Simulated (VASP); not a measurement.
# BeS (zincblende type) (F-43m) in VASP: further runs, part 2 of 2

VASP 6.6.1. The steps go on from the part before.

## Step 3: Electric field gradients, PBE (volume scaled by 1.04)

Contents of INCAR:

```
SYSTEM = BeS
PREC = Accurate ; ENCUT = 520
EDIFF = 1E-8 ; ISMEAR = -1
SIGMA = 0.05 ; LREAL = .False.
LASPH = .True. ; NELM = 60
ALGO = Normal ; ISIF = 2
LWAVE = .False. ; LCHARG = .False.
GGA = PE ; LEFG = .True.
NBANDS = 11
```

Contents of KPOINTS:

```
Automatic mesh
0
Gamma
  12 12 12
  0 0 0
```

Contents of POSCAR:

```
BeS
1.0
    0.0000000000      2.4697309544      2.4697309544
    2.4697309544      0.0000000000      2.4697309544
    2.4697309544      2.4697309544      0.0000000000
Be S
1 1
Direct
    0.0000000000      0.0000000000      0.0000000000
    0.2500000000      0.2500000000      0.2500000000
```

Potentials or basis: VASP PAW PBE potentials, release 64 (Be, S).

Launch:

```console
> cat potpaw_PBE.64/Be/POTCAR potpaw_PBE.64/S/POTCAR > POTCAR
> mpirun -np 1 vasp_std > vasp.out
```

OUTCAR:

```text
SYSTEM = BeS
   PREC = Accurate
   ENCUT = 520
   EDIFF = 1E-8
   ISMEAR = -1
   LREAL = .False.
   LASPH = .True.
   NELM = 60
   ISIF = 2
   GGA = PE

 ion  position               nearest neighbor table
   1  0.000  0.000  0.000-   2 2.14   2 2.14   2 2.14   2 2.14
   2  0.250  0.250  0.250-   1 2.14   1 2.14   1 2.14   1 2.14

  LATTYP: Found a face centered cubic cell.
 ALAT       =     4.9394619088

  Lattice vectors:

 A1 = (   0.0000000000,   2.4697309544,   2.4697309544)
 A2 = (   2.4697309544,   0.0000000000,   2.4697309544)
 A3 = (   2.4697309544,   2.4697309544,   0.0000000000)

Analysis of symmetry for initial positions (statically):
=====================================================================
 Subroutine PRICEL returns:
 Original cell was already a primitive cell.

 Routine SETGRP: Setting up the symmetry group for a
 face centered cubic supercell.

 Subroutine GETGRP returns: Found 24 space group operations
[... 523 lines left out ...]
  volume of cell :       30.13
      direct lattice vectors                 reciprocal lattice vectors
     0.000000000  2.469730954  2.469730954    -0.202451202  0.202451202  0.202451202
     2.469730954  0.000000000  2.469730954     0.202451202 -0.202451202  0.202451202
     2.469730954  2.469730954  0.000000000     0.202451202  0.202451202 -0.202451202

 POSITION                                       TOTAL-FORCE (eV/Angst)
 -----------------------------------------------------------------------------------
      0.00000      0.00000      0.00000        -0.000000     -0.000000      0.000000
      1.23487      1.23487      1.23487         0.000000      0.000000     -0.000000
 -----------------------------------------------------------------------------------
    total drift:                               -0.000000     -0.000000     -0.000000

  FREE ENERGIE OF THE ION-ELECTRON SYSTEM (eV)
  ---------------------------------------------------
  free  energy   TOTEN  =       -10.0015396384 eV

  energy  without entropy=      -10.0015396384  energy(sigma->0) =      -10.00153964

 Electric field gradients (V/A^2)
---------------------------------------------------------------------
 ion       V_xx      V_yy      V_zz      V_xy      V_xz      V_yz
---------------------------------------------------------------------
   1       0.000     0.000     0.000     0.000     0.000     0.000
   2      -0.000    -0.000    -0.000     0.000     0.000     0.000
---------------------------------------------------------------------

 Electric field gradients after diagonalization (V/A^2)
 (convention: |V_zz| > |V_xx| > |V_yy|)
----------------------------------------------------------------------
 ion       V_xx      V_yy      V_zz     asymmetry (V_yy - V_xx)/ V_zz
----------------------------------------------------------------------
   1      -0.000    -0.000     0.000       0.000
   2      -0.000    -0.000     0.001       0.000
----------------------------------------------------------------------

           NMR quadrupolar parameters

 Cq : quadrupolar parameter    Cq=e*Q*V_zz/h
 eta: asymmetry parameters     (V_yy - V_xx)/ V_zz
 Q  : nuclear electric quadrupole moment in mb (millibarn)
----------------------------------------------------------------------
 ion       Cq(MHz)       eta       Q (mb)
----------------------------------------------------------------------
   1       0.000       0.000       1.000
   2       0.000       0.000       1.000
----------------------------------------------------------------------
```

OSZICAR:

```text
N       E                     dE             d eps       ncg     rms          rms(c)
DAV:   1     0.200700115595E+02    0.20070E+02   -0.37590E+03  1592   0.616E+02
DAV:   2    -0.892314232538E+01   -0.28993E+02   -0.27704E+02  2131   0.113E+02
DAV:   3    -0.101434920361E+02   -0.12203E+01   -0.12182E+01  2105   0.234E+01
DAV:   4    -0.101504073484E+02   -0.69153E-02   -0.69142E-02  1952   0.202E+00
DAV:   5    -0.101504674892E+02   -0.60141E-04   -0.60140E-04  2063   0.186E-01    0.525E+00
DAV:   6    -0.100315541328E+02    0.11891E+00   -0.12803E-01  1819   0.163E+00    0.360E+00
DAV:   7    -0.100000018623E+02    0.31552E-01   -0.98767E-02  1931   0.162E+00    0.107E+00
DAV:   8    -0.100013838167E+02   -0.13820E-02   -0.66650E-03  2099   0.402E-01    0.119E-01
DAV:   9    -0.100014669514E+02   -0.83135E-04   -0.49008E-04  1985   0.138E-01    0.279E-02
DAV:  10    -0.100015349921E+02   -0.68041E-04   -0.95978E-05  1812   0.584E-02    0.154E-02
DAV:  11    -0.100015392227E+02   -0.42306E-05   -0.15357E-05  2065   0.203E-02    0.102E-02
DAV:  12    -0.100015395842E+02   -0.36157E-06   -0.53991E-07  1889   0.459E-03    0.124E-03
DAV:  13    -0.100015396932E+02   -0.10893E-06   -0.73287E-08  1963   0.168E-03    0.241E-03
DAV:  14    -0.100015396295E+02    0.63689E-07   -0.16724E-08  1915   0.568E-04    0.395E-04
DAV:  15    -0.100015396384E+02   -0.89328E-08   -0.65701E-10   924   0.170E-04
   1 F= -.10001540E+02 E0= -.10001540E+02  d E =-.463794E-10
```

stdout:

```text
POSCAR found type information on POSCAR BeS
 POSCAR found :  2 types and       2 ions
 scaLAPACK will be used
 LDA part: xc-table for (Slater+PW92), standard interpolation
 POSCAR, INCAR and KPOINTS ok, starting setup
 FFT: planning ... GRIDC
 FFT: planning ... GRID_SOFT
 FFT: planning ... GRID
 WAVECAR not read
 entering main loop
ion   1

ion   2
```

Wall time 22 s (1 thread of Intel Xeon Platinum 8559C (Emerald Rapids), shared host); peak memory 0.16 GiB.

Results:

| Item | Value |
| --- | --- |
| Free energy | -10.0015 eV |
| Pressure | -3.3 GPa |
| Band gap on the k mesh | 3.23 eV, indirect (least direct gap 5.43 eV) |

Caveat: without QUAD_EFG the Cq values of the log hold for a quadrupole moment of 1 mb, not for the nuclei.

## Step 4: Electric field gradients, PBE (volume scaled by 1.04)

Contents of INCAR:

```
PREC = Accurate
ENCUT = 520
EDIFF = 1E-8
ISMEAR = -1
SIGMA = 0.05
LREAL = F
LASPH = T
NELM = 100
ALGO = Normal
ISIF = 2
LWAVE = F
LCHARG = F
GGA = PE
LEFG = T
NBANDS = 11
```

Contents of KPOINTS:

```
regular mesh
0
Gamma
  12 12 12
```

POSCAR is that of step 3.

Potentials or basis: VASP PAW PBE potentials, release 64 (Be, S).

Launch:

```console
> cat potpaw_PBE.64/Be/POTCAR potpaw_PBE.64/S/POTCAR > POTCAR
> mpirun -np 1 vasp_std > vasp.out
```

OUTCAR:

```text
PREC = Accurate
   ENCUT = 520
   EDIFF = 1E-8
   ISMEAR = -1
   LREAL = F
   LASPH = T
   NELM = 100
   ISIF = 2
   GGA = PE

 ion  position               nearest neighbor table
   1  0.000  0.000  0.000-   2 2.14   2 2.14   2 2.14   2 2.14
   2  0.250  0.250  0.250-   1 2.14   1 2.14   1 2.14   1 2.14

  LATTYP: Found a face centered cubic cell.
 ALAT       =     4.9394619088

  Lattice vectors:

 A1 = (   0.0000000000,   2.4697309544,   2.4697309544)
 A2 = (   2.4697309544,   0.0000000000,   2.4697309544)
 A3 = (   2.4697309544,   2.4697309544,   0.0000000000)

Analysis of symmetry for initial positions (statically):
=====================================================================
 Subroutine PRICEL returns:
 Original cell was already a primitive cell.

 Routine SETGRP: Setting up the symmetry group for a
 face centered cubic supercell.

[... 523 lines left out ...]
  energy-cutoff  :      520.00
  volume of cell :       30.13
      direct lattice vectors                 reciprocal lattice vectors
     0.000000000  2.469730954  2.469730954    -0.202451202  0.202451202  0.202451202
     2.469730954  0.000000000  2.469730954     0.202451202 -0.202451202  0.202451202
     2.469730954  2.469730954  0.000000000     0.202451202  0.202451202 -0.202451202

 POSITION                                       TOTAL-FORCE (eV/Angst)
 -----------------------------------------------------------------------------------
      0.00000      0.00000      0.00000        -0.000000     -0.000000      0.000000
      1.23487      1.23487      1.23487         0.000000      0.000000     -0.000000
 -----------------------------------------------------------------------------------
    total drift:                               -0.000000     -0.000000     -0.000000

  FREE ENERGIE OF THE ION-ELECTRON SYSTEM (eV)
  ---------------------------------------------------
  free  energy   TOTEN  =       -10.0015396384 eV

  energy  without entropy=      -10.0015396384  energy(sigma->0) =      -10.00153964

 Electric field gradients (V/A^2)
---------------------------------------------------------------------
 ion       V_xx      V_yy      V_zz      V_xy      V_xz      V_yz
---------------------------------------------------------------------
   1       0.000     0.000     0.000     0.000     0.000     0.000
   2      -0.000    -0.000    -0.000     0.000     0.000     0.000
---------------------------------------------------------------------

 Electric field gradients after diagonalization (V/A^2)
 (convention: |V_zz| > |V_xx| > |V_yy|)
----------------------------------------------------------------------
 ion       V_xx      V_yy      V_zz     asymmetry (V_yy - V_xx)/ V_zz
----------------------------------------------------------------------
   1      -0.000    -0.000     0.000       0.000
   2      -0.000    -0.000     0.001       0.000
----------------------------------------------------------------------

           NMR quadrupolar parameters

 Cq : quadrupolar parameter    Cq=e*Q*V_zz/h
 eta: asymmetry parameters     (V_yy - V_xx)/ V_zz
 Q  : nuclear electric quadrupole moment in mb (millibarn)
----------------------------------------------------------------------
 ion       Cq(MHz)       eta       Q (mb)
----------------------------------------------------------------------
   1       0.000       0.000       1.000
   2       0.000       0.000       1.000
----------------------------------------------------------------------
```

OSZICAR:

```text
N       E                     dE             d eps       ncg     rms          rms(c)
DAV:   1     0.200700115595E+02    0.20070E+02   -0.37590E+03  1592   0.616E+02
DAV:   2    -0.892314232538E+01   -0.28993E+02   -0.27704E+02  2131   0.113E+02
DAV:   3    -0.101434920361E+02   -0.12203E+01   -0.12182E+01  2105   0.234E+01
DAV:   4    -0.101504073484E+02   -0.69153E-02   -0.69142E-02  1952   0.202E+00
DAV:   5    -0.101504674892E+02   -0.60141E-04   -0.60140E-04  2063   0.186E-01    0.525E+00
DAV:   6    -0.100315541328E+02    0.11891E+00   -0.12803E-01  1819   0.163E+00    0.360E+00
DAV:   7    -0.100000018623E+02    0.31552E-01   -0.98767E-02  1931   0.162E+00    0.107E+00
DAV:   8    -0.100013838167E+02   -0.13820E-02   -0.66650E-03  2099   0.402E-01    0.119E-01
DAV:   9    -0.100014669514E+02   -0.83135E-04   -0.49008E-04  1985   0.138E-01    0.279E-02
DAV:  10    -0.100015349921E+02   -0.68041E-04   -0.95978E-05  1812   0.584E-02    0.154E-02
DAV:  11    -0.100015392227E+02   -0.42306E-05   -0.15357E-05  2065   0.203E-02    0.102E-02
DAV:  12    -0.100015395842E+02   -0.36157E-06   -0.53991E-07  1889   0.459E-03    0.124E-03
DAV:  13    -0.100015396932E+02   -0.10893E-06   -0.73287E-08  1963   0.168E-03    0.241E-03
DAV:  14    -0.100015396295E+02    0.63689E-07   -0.16724E-08  1915   0.568E-04    0.395E-04
DAV:  15    -0.100015396384E+02   -0.89328E-08   -0.65701E-10   924   0.170E-04
   1 F= -.10001540E+02 E0= -.10001540E+02  d E =-.463794E-10
```

Run time: 20 s. Hardware: 1 thread of Intel Xeon Platinum 8559C (Emerald Rapids), shared host; peak memory 0.16 GiB.

What came out:

```yaml
Free_energy: -10.0015 eV
Pressure: -3.3 GPa
Band_gap_on_the_k_mesh: 3.23 eV, indirect (least direct gap 5.43 eV)
```

Caveat: without QUAD_EFG the Cq values of the log hold for a quadrupole moment of 1 mb, not for the nuclei.
